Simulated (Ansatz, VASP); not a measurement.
Two plane-wave programs on Si

Contents of INCAR:

```
SYSTEM = Si
  ALGO = Normal
  EDIFF = 1E-6
  ENCUT = 520
  ISIF = 2
  ISMEAR = 0
  LASPH = .TRUE.
  LCHARG = .TRUE.
  LELF = .TRUE.
  LREAL = Auto
  LVHAR = .TRUE.
  LWAVE = .FALSE.
  NBANDS = 86
  NELM = 80
  PREC = Accurate
  SIGMA = 0.02
```

KPOINTS

```
k-points
0
G
  3 3 3
  0 0 0
```

Contents of POSCAR:

```
Si
1.0
    5.4019422852     -5.4019422852      5.4019422852
    5.4019422852      5.4019422852     -5.4019422852
   -5.4019422852      5.4019422852      5.4019422852
Si
32
Direct
    0.0000000000      0.5000000000      0.7500000000
    0.2500000000      0.2500000000      0.7500000000
    0.5000000000      0.0000000000      0.7500000000
    0.7500000000      0.5000000000      0.0000000000
    0.7500000000      0.7500000000      0.7500000000
    0.0000000000      0.2500000000      0.0000000000
    0.2500000000      0.0000000000      0.0000000000
    0.5000000000      0.5000000000      0.2500000000
    0.5000000000      0.7500000000      0.0000000000
    0.7500000000      0.2500000000      0.2500000000
    0.0000000000      0.0000000000      0.2500000000
    0.2500000000      0.5000000000      0.5000000000
    0.2500000000      0.7500000000      0.2500000000
    0.5000000000      0.2500000000      0.5000000000
    0.7500000000      0.0000000000      0.5000000000
    0.0000000000      0.7500000000      0.5000000000
    0.7500000000      0.2500000000      0.5000000000
    0.0000000000      0.0000000000      0.5000000000
    0.2500000000      0.7500000000      0.5000000000
    0.5000000000      0.2500000000      0.7500000000
    0.5000000000      0.5000000000      0.5000000000
    0.7500000000      0.0000000000      0.7500000000
    0.0000000000      0.7500000000      0.7500000000
    0.2500000000      0.2500000000      0.0000000000
    0.2500000000      0.5000000000      0.7500000000
    0.5000000000      0.0000000000      0.0000000000
    0.7500000000      0.7500000000      0.0000000000
    0.0000000000      0.2500000000      0.2500000000
    0.0000000000      0.5000000000      0.0000000000
    0.2500000000      0.0000000000      0.2500000000
    0.5000000000      0.7500000000      0.2500000000
    0.7500000000      0.5000000000      0.2500000000
```

Input for Ansatz:

```yaml
crystal:
  lattice:
    - [5.4019422852, -5.4019422852, 5.4019422852]
    - [5.4019422852, 5.4019422852, -5.4019422852]
    - [-5.4019422852, 5.4019422852, 5.4019422852]
  atoms:
    - { symbol: Si, position: [0.0, 0.5, 0.75] }
    - { symbol: Si, position: [0.25, 0.25, 0.75] }
    - { symbol: Si, position: [0.5, 0.0, 0.75] }
    - { symbol: Si, position: [0.75, 0.5, 0.0] }
    - { symbol: Si, position: [0.75, 0.75, 0.75] }
    - { symbol: Si, position: [0.0, 0.25, 0.0] }
    - { symbol: Si, position: [0.25, 0.0, 0.0] }
    - { symbol: Si, position: [0.5, 0.5, 0.25] }
    - { symbol: Si, position: [0.5, 0.75, 0.0] }
    - { symbol: Si, position: [0.75, 0.25, 0.25] }
    - { symbol: Si, position: [0.0, 0.0, 0.25] }
    - { symbol: Si, position: [0.25, 0.5, 0.5] }
    - { symbol: Si, position: [0.25, 0.75, 0.25] }
    - { symbol: Si, position: [0.5, 0.25, 0.5] }
    - { symbol: Si, position: [0.75, 0.0, 0.5] }
    - { symbol: Si, position: [0.0, 0.75, 0.5] }
    - { symbol: Si, position: [0.75, 0.25, 0.5] }
    - { symbol: Si, position: [0.0, 0.0, 0.5] }
    - { symbol: Si, position: [0.25, 0.75, 0.5] }
    - { symbol: Si, position: [0.5, 0.25, 0.75] }
    - { symbol: Si, position: [0.5, 0.5, 0.5] }
    - { symbol: Si, position: [0.75, 0.0, 0.75] }
    - { symbol: Si, position: [0.0, 0.75, 0.75] }
    - { symbol: Si, position: [0.25, 0.25, 0.0] }
    - { symbol: Si, position: [0.25, 0.5, 0.75] }
    - { symbol: Si, position: [0.5, 0.0, 0.0] }
    - { symbol: Si, position: [0.75, 0.75, 0.0] }
    - { symbol: Si, position: [0.0, 0.25, 0.25] }
    - { symbol: Si, position: [0.0, 0.5, 0.0] }
    - { symbol: Si, position: [0.25, 0.0, 0.25] }
    - { symbol: Si, position: [0.5, 0.75, 0.25] }
    - { symbol: Si, position: [0.75, 0.5, 0.25] }
basis:
  ecutwfc: 420
  xc_grid: 2
kpoints:
  mp_grid: { grid: [3, 3, 3], shift: [0.0, 0.0, 0.0] }
hamiltonian:
  xc: lda
scf:
  occupations: { method: gaussian, width: 0.02 }
output:
  forces: true
  stress: true
  eigenvalues: true
```

Alike in both runs: task single point; functional LDA; k mesh 3 × 3 × 3; occupations gaussian, width 0.02 eV; no spin polarisation.

|  | VASP | Ansatz |
| --- | --- | --- |
| version | VASP 6.6.1 | Ansatz 0.2.0 |
| potentials or method | VASP PAW LDA potentials, release 64 (Si), cutoff 520 eV | scalar-relativistic, plane waves, PAW |
| valence electrons in the cell | 128 | 128 |

|  | VASP | Ansatz | Ansatz less VASP |
| --- | --- | --- | --- |
| gap on the k mesh at the Fermi level (eV) | 0.57 | 0.58 | +0.002 |
| least direct gap on the mesh (eV) | 0.57 | 0.58 | +0.002 |
| pressure (GPa) | 0.1 | 0.0 | -0.05 |

LDA's correlation is that of Perdew and Zunger in VASP and of Perdew and Wang (1992) in Ansatz.
